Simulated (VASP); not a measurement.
A run of VASP 6.6.1 is set up as follows.

INCAR

```
SYSTEM = SiO2
  PREC = Accurate
  ENCUT = 520
  EDIFF = 1E-7
  ISMEAR = -1
  SIGMA = 0.01
  LREAL = .False.
  LASPH = .True.
  NELM = 100
  ALGO = Normal
  ISIF = 2
  LWAVE = .False.
  LCHARG = .True.
  GGA = PE
  IVDW = 13
  LELF = .True.
  LVHAR = .True.
  NBANDS = 25
```

Contents of KPOINTS:

```
regular mesh
0
Gamma
  5 5 7
  0 0 0
```

The input POSCAR:

```
SiO2
1.0
    4.2036644297      0.0000000000      0.0000000000
    0.0000000000      4.2036644297      0.0000000000
    0.0000000000      0.0000000000      2.6823441723
Si O
2 4
Direct
    0.0000000000      0.0000000000      0.0000000000
    0.5000000000      0.5000000000      0.5000000000
    0.3061389002      0.3061389002      0.0000000000
    0.1938610998      0.8061389002      0.5000000000
    0.6938610998      0.6938610998      0.0000000000
    0.8061389002      0.1938610998      0.5000000000
```

Potentials or basis: VASP PAW PBE potentials, release 64 (Si, O).

Run with:

```bash
$ cat potpaw_PBE.64/Si/POTCAR potpaw_PBE.64/O/POTCAR > POTCAR
$ mpirun -np 1 vasp_std > vasp.out
```

Task: Predict the pressure.

Result: 0.2 GPa.

Task: Estimate the largest force.

Result: 0.015 eV/Å.

Task: What does it give for the band gap on the k mesh?

Result: 5.29 eV.

Task: Predict the dispersion energy per atom.

Result: -0.267 eV.

Stress tensor (GPa, compression positive):
```
-0.05  0.00  0.00
 0.00 -0.05  0.00
 0.00  0.00  0.57
```
